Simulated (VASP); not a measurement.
Crystal: GaN.

```xyz
2
Lattice="0.0000 2.1352 2.1352 2.1352 0.0000 2.1352 2.1352 2.1352 0.0000" Properties=species:S:1:pos:R:3 pbc="T T T"
Ga    0.0000    0.0000    0.0000
N     2.1352    2.1352    2.1352
```

```yaml
Program: VASP 6.6.1
Task: relaxation of cell and atoms
Functional: revPBE
Dispersion: D3(BJ)
Potentials_or_basis: VASP PAW PBE potentials, release 64 (Ga_d, N)
Cutoff: 600 eV
k_mesh: 11 × 11 × 11
Occupations: fermi-dirac, width 0.05 eV
Spin: no spin polarisation
```

At the start: pressure -6.4 GPa; volume 9.74 Å³/atom.

Problem. How do energy, volume and symmetry change on relaxing?

Solution. Over 6 steps the energy falls by 6.1 meV/atom and the volume is 9.44 Å³/atom (-3.0 %); space group Fm-3m (No. 225, to 0.05 Å).

The path:
```
step  energy change (eV)  largest force (eV/Å)  pressure (GPa)  volume (Å³)
   1              0.0000                0.0000           -6.42        19.47
   2             -0.0029                0.0000            6.26        18.39
   3             -0.0122                0.0000           -0.58        18.88
   4             -0.0121                0.0000            0.58        18.84
   5             -0.0122                0.0000            0.20        18.86
   6             -0.0122                0.0000           -0.16        18.89
```

Final structure:
```xyz
2
Lattice="0.0000 2.1138 2.1138 2.1138 0.0000 2.1138 2.1138 2.1138 0.0000" Properties=species:S:1:pos:R:3 pbc="T T T"
Ga    4.2275    2.1138    2.1138
N     2.1138    2.1138    2.1138
```

Caveat: the PAW data sets were made with another functional, which shifts forces and pressure a little.
